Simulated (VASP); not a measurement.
Write the native input for VASP 6.6.1 that does the following.

| Quantity | Value |
| --- | --- |
| Task | single point |
| Functional | PBEsol |
| Potentials or basis | VASP PAW PBE potentials, release 64 (Sr_sv, O) |
| Cutoff | 600 eV |
| k mesh | 8 × 8 × 8 |
| Occupations | gaussian, width 0.01 eV |
| Spin | no spin polarisation |
| Dipole correction | no |
| Further INCAR settings | ALGO = Normal; EDIFF = 1e-06; NBANDS = 15 |

The structure of SrO lies in POSCAR:

```
SrO
1.0
    2.4876519283      2.4876519283      0.0000000000
   -2.4876519283      2.4876519283      0.0000000000
    0.0000000000      2.4876519283      2.4876519283
Sr O
1 1
Direct
    0.5000000000      0.5000000000      0.0000000000
    0.0000000000      0.0000000000      0.0000000000
```

These files were run (other wordings do the same):

INCAR

```
SYSTEM = SrO
PREC     = Accurate       ! precision mode
ENCUT    = 600            ! plane-wave cutoff, eV
EDIFF    = 1E-6           ! SCF threshold, eV
ISMEAR   = 0              ! smearing method
SIGMA    = 0.01           ! smearing width, eV
LREAL    = .FALSE.        ! projectors in reciprocal space
LASPH    = .TRUE.         ! aspherical terms in the spheres
NELM     = 120            ! most SCF steps
ALGO     = Normal         ! electronic algorithm
ISIF     = 2              ! what is computed and relaxed
LWAVE    = .FALSE.        ! write WAVECAR
LCHARG   = .TRUE.         ! write CHGCAR
GGA      = PS             ! functional
LELF     = .TRUE.         ! ELF
LVHAR    = .TRUE.       
NBANDS   = 15             ! bands
GGA_COMPAT= .FALSE.
```

KPOINTS

```
regular mesh
0
G
  8 8 8
  0 0 0
```

Potentials or basis: VASP PAW PBE potentials, release 64 (Sr_sv, O).

Launch:

```bash
$ cat potpaw_PBE.64/Sr_sv/POTCAR potpaw_PBE.64/O/POTCAR > POTCAR
$ mpirun -np 1 vasp_std > vasp.out
```

It gave:

```
Pressure               : 10.9 GPa
Band gap on the k mesh : 3.06 eV
```

Caveat: the cell stands under pressure; the PAW data sets were made with another functional, which shifts forces and pressure a little.

Wall time 7.9 s on 1 thread of Intel(R) Xeon(R) 6975P-C (Granite Rapids), with other jobs on the host, peak memory 0.17 GiB.
